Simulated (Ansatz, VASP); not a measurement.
KF: VASP beside Ansatz

Contents of POSCAR:

```
KF
1.0
    0.0000000000      2.6718500000      2.6718500000
    2.6718500000      0.0000000000      2.6718500000
    2.6718500000      2.6718500000      0.0000000000
K F
1 1
Direct
    0.0000000000      0.0000000000      0.0000000000
    0.5000000000      0.5000000000      0.5000000000
```

The input INCAR.step1:

```
SYSTEM = KF
PREC = Accurate ; ENCUT = 600
ISMEAR = -1 ; SIGMA = 0.02
LREAL = .FALSE. ; LASPH = .TRUE.
NELM = 60 ; GGA = PE
ALGO = Normal ; EDIFF = 1E-4
LWAVE = .TRUE. ; LCHARG = .FALSE.
```

The input INCAR.step2:

```
SYSTEM = KF
PREC = Accurate ; ENCUT = 600
EDIFF = 1E-6 ; ISMEAR = -1
SIGMA = 0.02 ; LREAL = .FALSE.
LASPH = .TRUE. ; NELM = 60
ALGO = Normal ; ISIF = 3
LWAVE = .FALSE. ; LCHARG = .FALSE.
METAGGA = R2SCAN ; LMIXTAU = .TRUE.
IBRION = 2 ; NSW = 80
EDIFFG = -0.01 ; ISTART = 1
```

KPOINTS

```
regular mesh
0
G
  8 8 8
  0 0 0
```

Input for Ansatz:

```yaml
crystal:
  lattice:
    - [0.0, 2.67185, 2.67185]
    - [2.67185, 0.0, 2.67185]
    - [2.67185, 2.67185, 0.0]
  atoms:
    - { symbol: K, position: [0.0, 0.0, 0.0] }
    - { symbol: F, position: [0.5, 0.5, 0.5] }
  symmetry: { tolerance: 0.0003 }
hamiltonian:
  xc: r2scan
  pseudopotentials: { kind: paw, azcp: { folder: soft_1 } }
basis:
  ecutwfc: 500
magnetization:
  spin_polarized: false
scf:
  occupations: { method: fermi_dirac, width: 0.02 }
kpoints:
  mp_grid: { grid: [8, 8, 8], shift: [0, 0, 0] }
output:
  forces: true
  stress: true
  eigenvalues: true
relax:
  max_steps: 60
  cell: {}
```

Alike in both runs: task relaxation of cell and atoms; functional r2SCAN; k mesh 8 × 8 × 8; occupations fermi-dirac, width 0.02 eV; no spin polarisation.

```csv
,VASP,Ansatz
version,VASP 6.6.1,Ansatz 0.2.0
potentials or method,"VASP PAW PBE potentials, release 64 (K_sv, F), cutoff 600 eV",PAW plane waves
valence electrons in the cell,16,16
```

Ansatz gave:

| Quantity | Value |
| --- | --- |
| gap on the k mesh at the Fermi level, each at its own relaxed structure (eV) | 6.91 |
| relaxed volume (Å³/atom) | 18.80 |
| relaxed cell length with the largest relative difference (Å) | 3.760 |

Q: Estimate VASP's values.

A: gap on the k mesh at the Fermi level, each at its own relaxed structure (eV): 6.91; relaxed volume (Å³/atom): 18.79; relaxed cell length with the largest relative difference (Å): 3.760.

VASP's potentials were made for PBE, not for r2SCAN.
